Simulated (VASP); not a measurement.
Input of a VASP 6.6.1 run:

INCAR

```
PREC = Accurate ; ENCUT = 600
EDIFF = 1E-7 ; ISMEAR = 0
SIGMA = 0.1 ; LREAL = F
LASPH = T ; NELM = 80
ALGO = Normal ; ISIF = 3
LWAVE = F ; LCHARG = F
GGA = PE ; IBRION = 2
NSW = 90 ; EDIFFG = -0.04
```

The input KPOINTS:

```
Automatic mesh
0
Gamma
  6 6 4
```

POSCAR

```
Sn3C2
1.0
    5.3960056800      0.0000000000      0.0000000000
   -2.6980028400      4.6730780000      0.0000000000
    0.0000000000      0.0000000000      4.2540867500
Sn C
3 2
Direct
    0.5000000000      0.0000000000      0.0000000000
    0.0000000000      0.5000000000      0.0000000000
    0.5000000000      0.5000000000      0.0000000000
    0.0000000000      0.0000000000      0.2507259800
    0.0000000000      0.0000000000      0.7492740200
```

Potentials or basis: VASP PAW PBE potentials, release 64 (Sn_d, C).

Run with:

```console
$ cat potpaw_PBE.64/Sn_d/POTCAR potpaw_PBE.64/C/POTCAR > POTCAR
$ mpirun -np 1 vasp_std > vasp.out
```

**Question.** What does it give for the relaxed cell?

**Answer.** a = 6.633 Å, b = 6.633 Å, c = 2.718 Å, α = 90.00°, β = 90.00°, γ = 120.00°.

**Question.** Predict the band gap on the k mesh.

**Answer.** Zero (bands 25 and 26 overlap by 1.86 eV).

**Question.** What does it give for the space group after relaxing (to 0.1 Å)?

**Answer.** P6/mmm (No. 191).

Stress tensor (GPa, compression positive):
```
-0.03  0.00  0.00
 0.00 -0.03  0.00
 0.00  0.00  0.05
```

Caveat: the k points lie up to 0.58 Å⁻¹ apart in the final cell, too coarse for converged energies and pressures of a metal; a cell axis changed by over 15 % at a fixed basis, so the end point is rough; spin-orbit coupling is left out, which moves the levels of the heavy elements.
